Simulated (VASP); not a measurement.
Write the native input for VASP 6.6.1 that does the following.

| Quantity | Value |
| --- | --- |
| Task | single point |
| Functional | PBE |
| Potentials or basis | VASP PAW PBE potentials, release 64 (C) |
| Cutoff | 520 eV |
| k mesh | 24 × 24 × 22 |
| Occupations | fermi-dirac, width 0.1 eV |
| Spin | no spin polarisation |
| Dipole correction | no |
| Further INCAR settings | ALGO = Normal; EDIFF = 1e-06; NBANDS = 8 |

The structure of C lies in POSCAR:

```
C
1.0
    2.0410751715      0.0000000000      0.0000000000
   -1.0205375858      1.7676229496      0.0000000000
    0.0000000000      0.0000000000      1.5678823434
C
1
Direct
    0.0000000000      0.0000000000      0.0000000000
```

These files were run (other wordings do the same):

INCAR

```
SYSTEM = C
  ALGO = Normal
  EDIFF = 1E-6
  ENCUT = 520
  GGA = PE
  ISIF = 2
  ISMEAR = -1
  LASPH = .TRUE.
  LCHARG = .TRUE.
  LELF = .TRUE.
  LREAL = .FALSE.
  LVHAR = .TRUE.
  LWAVE = .FALSE.
  NBANDS = 8
  NELM = 60
  PREC = Accurate
  SIGMA = 0.1
```

KPOINTS

```
k-points
0
G
  24 24 22
  0 0 0
```

Potentials or basis: VASP PAW PBE potentials, release 64 (C).

Run with:

```bash
$ cat potpaw_PBE.64/C/POTCAR > POTCAR
$ mpirun -np 1 vasp_std > vasp.out
```

It gave:

```
Pressure               : 0.3 GPa
Band gap on the k mesh : zero (band 2 reaches 18.28 eV, above the bottom of band 3 at 2.65 eV)
```

It took 8.3 s on 1 thread of Intel(R) Xeon(R) 6975P-C (Granite Rapids) (shared host), peak memory 0.13 GiB.
